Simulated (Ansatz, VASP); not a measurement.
**One calculation of Ag, two programs**

```
Ag
1.0
     2.89040    0.00000    0.00000
    -1.44520    2.50316    0.00000
     0.00000    0.00000    4.72526
Ag
2
Cartesian
  0.0000 1.6688 1.1813
  1.4452 0.8344 3.5439
```

Change from the starting cell: volume scaled by 0.96, ions relaxed.

Alike in both runs: functional PBE; k mesh 18 × 18 × 10; occupations fermi-dirac, width 0.05 eV; no spin polarisation.

Ansatz relaxed the structure, and its values are those at the end. VASP's run is a single point on that final structure, the one shown.

|  | VASP | Ansatz |
| --- | --- | --- |
| version | VASP 6.6.1 | Ansatz 0.2.0 |
| potentials or method | VASP PAW PBE potentials, release 64 (Ag) | plane-wave PAW, scalar-relativistic |
| plane-wave cutoff (eV) | 520 | 420 |
| valence electrons in the cell | 22 | 38 |

```csv
,VASP,Ansatz,Ansatz less VASP
pressure (GPa),4.5,4.7,+0.17
```

VASP's potentials hold 22 valence electrons a cell and Ansatz's 38, so a difference there can come from the potentials and not from the codes. Ansatz's warnings: stress scf threshold loose.
